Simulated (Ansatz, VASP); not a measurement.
## Two plane-wave programs on Fe

```
CELL_PARAMETERS angstrom
2.48583 0.00000 0.00000
-1.24291 2.15279 0.00000
0.00000 0.00000 8.14593
ATOMIC_POSITIONS crystal
Fe 0.00000 0.00000 0.00000
Fe 0.00000 0.00000 0.50000
Fe 0.33333 0.66667 0.25000
Fe 0.66667 0.33333 0.75000
```

Alike in both runs: task single point; functional BLYP; k mesh 16 × 16 × 5; occupations fermi-dirac, width 0.05 eV; collinear spin.

|  | VASP | Ansatz |
| --- | --- | --- |
| version | VASP 6.6.1 | Ansatz 0.2.0 |
| potentials or method | VASP PAW PBE potentials, release 64 (Fe), cutoff 520 eV | plane waves (420 eV) with PAW, scalar-relativistic |
| valence electrons in the cell | 32 | 64 |

Ansatz gave:

```
pressure (GPa)                                                : 1.6
traceless stress, the component that is largest in VASP (GPa) : -0.57
net moment per atom (μB)                                      : 0.37
size of the moment on the site where the two differ most (μB) : 1.44
```

Q: Estimate VASP's values.

A: Pressure (GPa): 1.9; traceless stress, the component that is largest in VASP (GPa): -0.54; net moment per atom (μB): 0.38; size of the moment on the site where the two differ most (μB): 1.47.

VASP's potentials were made for PBE, not for BLYP. Site moments also hang on the region over which each program counts them. The functional is the same, so the differences come from potentials, cutoffs and numerics. VASP's potentials hold 32 valence electrons a cell and Ansatz's 64, so a difference there can come from the potentials and not from the codes.
